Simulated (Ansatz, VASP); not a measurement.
NaH: VASP beside Ansatz

INCAR

```
PREC = Accurate ; ENCUT = 520
EDIFF = 1E-6 ; ISMEAR = 0
SIGMA = 0.05 ; LREAL = False
LASPH = True ; NELM = 80
ALGO = Normal ; ISIF = 2
LWAVE = False ; LCHARG = True
GGA = PE ; LELF = True
LVHAR = True ; NBANDS = 11
```

The input KPOINTS:

```
regular mesh
0
Gamma
  10 10 10
```

File POSCAR:

```
NaH
1.0
    3.1028802000      0.0000000000      0.0000000000
    0.0000000000      3.1028802000      0.0000000000
    0.0000000000      0.0000000000      3.0290021000
Na H
1 1
Direct
    0.0000000000      0.0000000000      0.0000000000
    0.5000000000      0.5000000000      0.5000000000
```

Input for Ansatz:

```yaml
crystal:
  lattice:
    - [3.1028802, 0.0, 0.0]
    - [0.0, 3.1028802, 0.0]
    - [0.0, 0.0, 3.0290021]
  atoms:
    - { symbol: Na, position: [0.0, 0.0, 0.0] }
    - { symbol: H, position: [0.5, 0.5, 0.5] }
basis:
  ecutwfc: 420
kpoints:
  mp_grid: { grid: [10, 10, 10] }
hamiltonian:
  xc: pbe
scf:
  occupations: { method: gaussian, width: 0.05 }
output:
  forces: true
  stress: true
  eigenvalues: true
```

Change from the starting cell: strain +0.050 along x and y, +0.025 along z, atoms carried along.

Alike in both runs: task single point; functional PBE; k mesh 10 × 10 × 10; occupations gaussian, width 0.05 eV; no spin polarisation.

|  | VASP | Ansatz |
| --- | --- | --- |
| version | VASP 6.6.1 | Ansatz 0.2.0 |
| potentials or method | VASP PAW PBE potentials, release 64 (Na_pv, H), cutoff 520 eV | scalar-relativistic, plane waves, PAW |
| valence electrons in the cell | 8 | 10 |

```tsv
	VASP	Ansatz	Ansatz less VASP
gap on the k mesh at the Fermi level (eV)	0.96	0.96	+0.002
least direct gap on the mesh (eV)	4.06	4.07	+0.004
pressure (GPa)	-2.2	-2.2	+0.04
traceless stress, the component that is largest in VASP (GPa)	1.55	1.54	-0.004
```

VASP's potentials hold 8 valence electrons a cell and Ansatz's 10, so a difference there can come from the potentials and not from the codes.
